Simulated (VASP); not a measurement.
Wanted: the native input for a VASP 6.6.1 run.

* Task: single point
* Functional: PBEsol
* Potentials or basis: VASP PAW PBE potentials, release 64 (Sn_d)
* Cutoff: 500 eV
* k mesh: 5 × 5 × 5
* Occupations: fermi-dirac, width 0.1 eV
* Spin: no spin polarisation
* Dipole correction: no
* Further INCAR settings: ALGO = Normal; EDIFF = 1e-06; NBANDS = 13

The structure of Sn lies in POSCAR:

```
Sn
1.0
    4.3752430000      0.0000000000      0.0000000000
    0.0000000000      4.3752430000      0.0000000000
    0.0000000000      0.0000000000      4.3752430000
Sn
1
Direct
    0.0000000000      0.0000000000      0.0000000000
```

One way to write it, as run:

INCAR

```
SYSTEM = Sn
PREC = Accurate
ENCUT = 500
EDIFF = 1E-6
ISMEAR = -1
SIGMA = 0.1
LREAL = .FALSE.
LASPH = .TRUE.
NELM = 120
ALGO = Normal
ISIF = 2
LWAVE = .FALSE.
LCHARG = .FALSE.
GGA = PS
NBANDS = 13
GGA_COMPAT = .FALSE.
```

KPOINTS

```
regular mesh
0
G
  5 5 5
  0 0 0
```

Potentials or basis: VASP PAW PBE potentials, release 64 (Sn_d).

Launch:

```bash
$ cat potpaw_PBE.64/Sn_d/POTCAR > POTCAR
$ mpirun -np 1 vasp_std > vasp.out
```

Results of the run:

```
Pressure               : -4.4 GPa
Band gap on the k mesh : zero (band 7 reaches 1.48 eV, above the bottom of band 8 at -0.66 eV)
```

Caveat: the PAW data sets were made with another functional, which shifts forces and pressure a little; spin-orbit coupling is left out, which moves the levels of the heavy elements.

It took 9.4 s on 1 thread of Intel Xeon 8259CL (shared host), peak memory 0.17 GiB.
